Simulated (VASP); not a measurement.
Set up this calculation in VASP 6.6.1, as the native input.

- Task: single point
- Functional: LDA
- Potentials or basis: VASP PAW LDA potentials, release 64 (Sn_d, Se)
- Cutoff: 520 eV
- k mesh: 8 × 8 × 8
- Occupations: gaussian, width 0.05 eV
- Spin: no spin polarisation
- Dipole correction: no
- Further INCAR settings: ALGO = Normal; EDIFF = 1e-06; NBANDS = 17

The structure of SnSe lies in POSCAR:

```
SnSe
1.0
    0.0000000000      3.0852500000      3.0852500000
    3.0852500000      0.0000000000      3.0852500000
    3.0852500000      3.0852500000      0.0000000000
Sn Se
1 1
Direct
    0.0000000000      0.0000000000      0.0000000000
    0.5000000000      0.5000000000      0.5000000000
```

This cell differs from its parent crystal: strain +0.025 along x and y, +0.025 along z.

The input as run:

INCAR

```
ALGO = Normal
EDIFF = 1E-6
ENCUT = 520
ISIF = 2
ISMEAR = 0
LASPH = T
LCHARG = F
LREAL = F
LWAVE = F
NBANDS = 17
NELM = 100
PREC = Accurate
SIGMA = 0.05
```

KPOINTS

```
k-points
0
Gamma
  8 8 8
```

Potentials or basis: VASP PAW LDA potentials, release 64 (Sn_d, Se).

The run is started by

```console
$ cat potpaw_LDA.64/Sn_d/POTCAR potpaw_LDA.64/Se/POTCAR > POTCAR
$ mpirun -np 1 vasp_std > vasp.out
```

It gave:

```
Pressure               : -6.1 GPa
Band gap on the k mesh : 0.34 eV, direct
```

Caveat: the cell differs from its parent crystal (strain +0.025 along x and y, +0.025 along z); spin-orbit coupling is left out, which moves the levels of the heavy elements.

Wall time 12 s on 1 thread of Intel(R) Xeon(R) Platinum 8559C (Emerald Rapids), with other jobs on the host, peak memory 0.16 GiB.
